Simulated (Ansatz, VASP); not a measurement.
**One calculation of PbSe, two programs**

Contents of INCAR:

```
PREC = Accurate ; ENCUT = 520
EDIFF = 1E-7 ; ISMEAR = 0
SIGMA = 0.03 ; LREAL = False
LASPH = True ; NELM = 100
ALGO = Normal ; ISIF = 2
LWAVE = False ; LCHARG = False
GGA = PE ; IVDW = 12
NBANDS = 17
```

Contents of KPOINTS:

```
Automatic mesh
0
Gamma
  10 10 10
```

The input POSCAR:

```
PbSe
1.0
    0.0000000000      2.9707718956      2.8768955037
    2.9707718956      0.0000000000      2.8768955037
    2.9707718956      2.9707718956      0.0000000000
Pb Se
1 1
Direct
    0.0000000000      0.0000000000      0.0000000000
    0.5000000000      0.5000000000      0.5000000000
```

Input for Ansatz:

```yaml
crystal:
  lattice:
    - [0.0, 2.9707718956, 2.8768955037]
    - [2.9707718956, 0.0, 2.8768955037]
    - [2.9707718956, 2.9707718956, 0.0]
  atoms:
    - { symbol: Pb, position: [0.0, 0.0, 0.0] }
    - { symbol: Se, position: [0.5, 0.5, 0.5] }
basis:
  ecutwfc: 420
kpoints:
  mp_grid: { grid: [10, 10, 10] }
hamiltonian:
  xc: pbe
  dispersion: d3bj
scf:
  occupations: { method: gaussian, width: 0.03 }
output:
  forces: true
  stress: true
  eigenvalues: true
```

Alike in both runs: task single point; functional PBE; dispersion D3(BJ); k mesh 10 × 10 × 10; occupations gaussian, width 0.03 eV; no spin polarisation.

|  | VASP | Ansatz |
| --- | --- | --- |
| version | VASP 6.6.1 | Ansatz 0.2.0 |
| potentials or method | VASP PAW PBE potentials, release 64 (Pb_d, Se), cutoff 520 eV | scalar-relativistic, plane waves, PAW |
| valence electrons in the cell | 20 | 30 |

Ansatz gave:

```
gap on the k mesh at the Fermi level (eV)                     : 0.23
least direct gap on the mesh (eV)                             : 0.23
pressure (GPa)                                                : 8.8
traceless stress, the component that is largest in VASP (GPa) : 4.78
```

**Question.** Which values does VASP return?

**Answer.** gap on the k mesh at the Fermi level (eV): 0.23; least direct gap on the mesh (eV): 0.23; pressure (GPa): 8.8; traceless stress, the component that is largest in VASP (GPa): 4.79.

VASP's potentials hold 20 valence electrons a cell and Ansatz's 30, so a difference there can come from the potentials and not from the codes.

Neither program's run includes spin-orbit coupling.
